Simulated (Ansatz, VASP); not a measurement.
# Two plane-wave programs on WC

INCAR

```
ALGO     = Normal         # electronic algorithm
EDIFF    = 1E-6           # SCF threshold, eV
ENCUT    = 520            # plane-wave cutoff, eV
GGA      = PS             # functional
ISIF     = 2              # what is computed and relaxed
ISMEAR   = 1              # smearing method
LASPH    = True           # aspherical terms in the spheres
LCHARG   = True           # write CHGCAR
LELF     = True           # ELF
LREAL    = False          # projectors in reciprocal space
LVHAR    = True         
LWAVE    = False          # write WAVECAR
NBANDS   = 16             # bands
NELM     = 100            # most SCF steps
PREC     = Accurate       # precision mode
SIGMA    = 0.2            # smearing width, eV
```

File KPOINTS:

```
k-points
0
Gamma
  18 18 16
```

File POSCAR:

```
WC
1.0
    2.9005014360      0.0000000000      0.0000000000
   -1.4502507180      2.5119079273      0.0000000000
    0.0000000000      0.0000000000      2.8290000000
W C
1 1
Direct
    0.0000000000      0.0000000000      0.0000000000
    0.6514602482      0.3257301241      0.4885951862
```

Input for Ansatz:

```yaml
crystal:
  lattice:
    - [2.900501436, 0.0, 0.0]
    - [-1.450250718, 2.5119079273, 0.0]
    - [0.0, 0.0, 2.829]
  atoms:
    - { symbol: W, position: [0.0, 0.0, 0.0] }
    - { symbol: C, position: [0.6514602482, 0.3257301241, 0.4885951862] }
basis:
  ecutwfc: 420
kpoints:
  mp_grid: { grid: [18, 18, 16] }
hamiltonian:
  xc: pbesol
scf:
  occupations: { method: methfessel_paxton, width: 0.2 }
output:
  forces: true
  stress: true
  eigenvalues: true
```

Change from the starting cell: all C atoms moved +0.050 Å, as atom 2 towards its neighbour atom 1 (W) at 2.192 Å.

Alike in both runs: task single point; functional PBEsol; k mesh 18 × 18 × 16; occupations methfessel-paxton of order 1, width 0.2 eV; no spin polarisation.

|  | VASP | Ansatz |
| --- | --- | --- |
| version | VASP 6.6.1 | Ansatz 0.2.0 |
| potentials or method | VASP PAW PBE potentials, release 64 (W_sv, C), cutoff 520 eV | scalar-relativistic, plane waves, PAW |
| valence electrons in the cell | 18 | 18 |

|  | VASP | Ansatz | Ansatz less VASP |
| --- | --- | --- | --- |
| gap on the k mesh at the Fermi level (eV) | none | none | - |
| pressure (GPa) | 1.0 | -0.3 | -1.27 |
| traceless stress, the component that is largest in VASP (GPa) | 1.57 | 1.53 | -0.037 |
| rms of the force components (eV/Å) | 0.451 | 0.448 | -0.0034 |

VASP's potentials were made for PBE, not for PBEsol. Atom by atom the forces differ by 0.003 eV/Å (rms over components). A gap of «none» marks a metal or a gap that the smearing closes.

Spin-orbit coupling is off throughout.
